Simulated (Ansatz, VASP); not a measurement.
Al: VASP beside Ansatz

```xyz
4
Lattice="-1.4098 2.8888 4.3113 1.4098 -2.8888 4.3113 1.4098 2.8888 -4.3113" Properties=species:S:1:pos:R:3 pbc="T T T"
Al    0.0000    4.2501    0.0000
Al    0.0000    1.5274    0.0000
Al    1.4098    0.0000    1.8801
Al    0.0000    2.8888    2.4312
```

Alike in both runs: functional PBE; k mesh 6 × 6 × 6; occupations gaussian, width 0.1 eV; no spin polarisation.

Ansatz relaxed the structure, and its values are those at the end. VASP's run is a single point on that final structure, the one shown.

|  | VASP | Ansatz |
| --- | --- | --- |
| version | VASP 6.6.1 | Ansatz 0.2.0 |
| potentials or method | VASP PAW PBE potentials, release 64 (Al), cutoff 520 eV | scalar-relativistic, plane waves, PAW |
| valence electrons in the cell | 12 | 12 |

|  | VASP | Ansatz | Ansatz less VASP |
| --- | --- | --- | --- |
| gap on the k mesh at the Fermi level (eV) | none | none | - |
| pressure (GPa) | -0.1 | -0.1 | +0.03 |
| rms of the force components (eV/Å) | 0.005 | 0.006 | +0.0003 |

A gap of «none» marks a metal or a gap that the smearing closes. The functional is the same, so the differences come from potentials, cutoffs and numerics.

The k mesh is coarse, so the values compare programs but aren't converged.
